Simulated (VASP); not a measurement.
Set up this calculation in VASP 6.6.1, as the native input.

- Task: single point
- Functional: LDA
- Potentials or basis: VASP PAW LDA potentials, release 64 (Rh_pv)
- Cutoff: 520 eV
- k mesh: 20 × 20 × 20
- Occupations: gaussian, width 0.15 eV
- Spin: no spin polarisation
- Dipole correction: no
- Further INCAR settings: ALGO = Fast; EDIFF = 1e-07; NBANDS = 14

The structure of Rh lies in POSCAR:

```
Rh
1.0
   -0.2815552893      1.8770352617      1.8770352617
    1.8770352617     -0.2815552893      1.8770352617
    1.5954799724      1.5954799724      0.0000000000
Rh
1
Direct
    0.0000000000      0.0000000000      0.0000000000
```

The input as run:

INCAR

```
PREC     = Accurate       # precision mode
ENCUT    = 520            # plane-wave cutoff, eV
EDIFF    = 1E-7           # SCF threshold, eV
ISMEAR   = 0              # smearing method
SIGMA    = 0.15           # smearing width, eV
LREAL    = False          # projectors in reciprocal space
LASPH    = True           # aspherical terms in the spheres
NELM     = 100            # most SCF steps
ALGO     = Fast           # electronic algorithm
ISIF     = 2              # what is computed and relaxed
LWAVE    = False          # write WAVECAR
LCHARG   = False          # write CHGCAR
NBANDS   = 14             # bands
```

KPOINTS

```
Automatic mesh
0
Gamma
  20 20 20
```

Potentials or basis: VASP PAW LDA potentials, release 64 (Rh_pv).

Launch:

```sh
$ cat potpaw_LDA.64/Rh_pv/POTCAR > POTCAR
$ mpirun -np 1 vasp_std > vasp.out
```

Results of the run:

| Property | Result |
| --- | --- |
| Pressure | 39.2 GPa |
| Band gap on the k mesh | zero (an odd number of electrons rules out a gap without spin polarisation) |

Caveat: the stress differs along the axes, from 4 to 57 GPa.

Run time: 3.7 min on 1 thread of AMD EPYC 7R43 64-Core Processor (Zen 3), with other jobs on the host, peak memory 0.24 GiB.
